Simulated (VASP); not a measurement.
Wanted: the native input for a VASP 6.6.1 run.

* Task: single point
* Functional: PBEsol
* Potentials or basis: VASP PAW PBE potentials, release 64 (Ga_d)
* Cutoff: 520 eV
* k mesh: 20 × 20 × 20
* Occupations: gaussian, width 0.1 eV
* Spin: no spin polarisation
* Dipole correction: no
* Further INCAR settings: ALGO = Fast; EDIFF = 1e-06; NBANDS = 12

The structure of Ga lies in POSCAR:

```
Ga
1.0
   -1.3481551622      1.3481551622      2.1454895910
    1.3481551622     -1.3481551622      2.1454895910
    1.3481551622      1.3481551622     -2.1454895910
Ga
1
Direct
    0.0000000000      0.0000000000      0.0000000000
```

This cell differs from its parent crystal: volume scaled by 0.88, then relaxed in part.

The input as run:

INCAR

```
SYSTEM = Ga
PREC = Accurate
ENCUT = 520
EDIFF = 1E-6
ISMEAR = 0
SIGMA = 0.1
LREAL = .False.
LASPH = .True.
NELM = 100
ALGO = Fast
ISIF = 2
LWAVE = .False.
LCHARG = .False.
GGA = PS
NBANDS = 12
```

KPOINTS

```
Automatic mesh
0
Gamma
  20 20 20
  0 0 0
```

Potentials or basis: VASP PAW PBE potentials, release 64 (Ga_d).

Run with:

```console
$ cat potpaw_PBE.64/Ga_d/POTCAR > POTCAR
$ mpirun -np 1 vasp_std > vasp.out
```

Results of the run:

The pressure is 10.5 GPa.

Caveat: the PAW data sets were made with another functional, which shifts forces and pressure a little.

Wall time 39 s on 1 thread of Intel(R) Xeon(R) 6975P-C (Granite Rapids) (shared host), peak memory 0.23 GiB.
